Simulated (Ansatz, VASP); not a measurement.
**One calculation of CoO, two programs**

The input POSCAR:

```
CoO
1.0
    1.6233040996      0.9372150589      2.6002441171
   -1.6233040996      0.9372150589      2.6002441171
    0.0000000000     -1.8744301178      2.6002441171
Co O
1 1
Direct
    0.9989783200      0.9989783200      0.9989783200
    0.7510210300      0.7510210300      0.7510210300
```

File INCAR.step1:

```
SYSTEM = CoO
  PREC = Accurate
  ENCUT = 520
  ISMEAR = -1
  SIGMA = 0.05
  LREAL = .FALSE.
  LASPH = .TRUE.
  NELM = 150
  ISPIN = 2
  MAGMOM = 2 0
  LMAXMIX = 4
  NBANDS = 18
  GGA = PE
  ALGO = Normal
  EDIFF = 1E-4
  LWAVE = .TRUE.
  LCHARG = .FALSE.
```

INCAR.step2

```
SYSTEM = CoO
  PREC = Accurate
  ENCUT = 520
  EDIFF = 1E-6
  ISMEAR = -1
  SIGMA = 0.05
  LREAL = .FALSE.
  LASPH = .TRUE.
  NELM = 150
  ALGO = Normal
  ISIF = 2
  LWAVE = .FALSE.
  LCHARG = .FALSE.
  ISPIN = 2
  MAGMOM = 2 0
  LORBIT = 11
  LMAXMIX = 4
  METAGGA = R2SCAN
  LMIXTAU = .TRUE.
  NBANDS = 18
  ISTART = 1
```

File KPOINTS:

```
regular mesh
0
G
  10 10 10
  0 0 0
```

input.yaml

```yaml
crystal:
  lattice:
    - [1.6233040996, 0.9372150589, 2.6002441171]
    - [-1.6233040996, 0.9372150589, 2.6002441171]
    - [0.0, -1.8744301178, 2.6002441171]
  atoms:
    - { symbol: Co, position: [0.99897832, 0.99897832, 0.99897832], spin: 2.0 }
    - { symbol: O, position: [0.75102103, 0.75102103, 0.75102103] }
hamiltonian:
  xc: r2scan
  pseudopotentials: { kind: paw }
magnetization:
  spin_polarized: true
kpoints:
  mp_grid: { grid: [10, 10, 10] }
scf:
  occupations: { method: fermi_dirac, width: 0.05 }
output:
  forces: true
  stress: true
  eigenvalues: true
  write_density: true
  write_potential: true
  elf: true
  volumetric_format: npy
```

Alike in both runs: task single point; functional r2SCAN; k mesh 10 × 10 × 10; occupations fermi-dirac, width 0.05 eV; collinear spin.

```csv
,VASP,Ansatz
version,VASP 6.6.1,Ansatz 0.2.0
potentials or method,"VASP PAW PBE potentials, release 64 (Co, O)",Ansatz PAW
plane-wave cutoff (eV),520,500
valence electrons in the cell,15,23
```

```csv
,VASP,Ansatz,Ansatz less VASP
gap on the k mesh at the Fermi level (eV),0.32,0.30,-0.018
least direct gap on the mesh (eV),0.36,0.30,-0.062
pressure (GPa),-2.1,-1.7,+0.39
"traceless stress, the component that is largest in VASP (GPa)",3.90,3.85,-0.042
net moment per atom (μB),1.50,1.50,0.000
size of the moment on the site where the two differ most (μB),2.63,2.43,-0.200
```

VASP's potentials were made for PBE, not for r2SCAN. Site moments also hang on the region over which each program counts them. With one functional, cell and mesh, what is left measures potentials, basis and numerics. VASP's potentials hold 15 valence electrons a cell and Ansatz's 23, so a difference there can come from the potentials and not from the codes.

Noted on Ansatz's run: the magnetic or orbital state may not be the lowest.
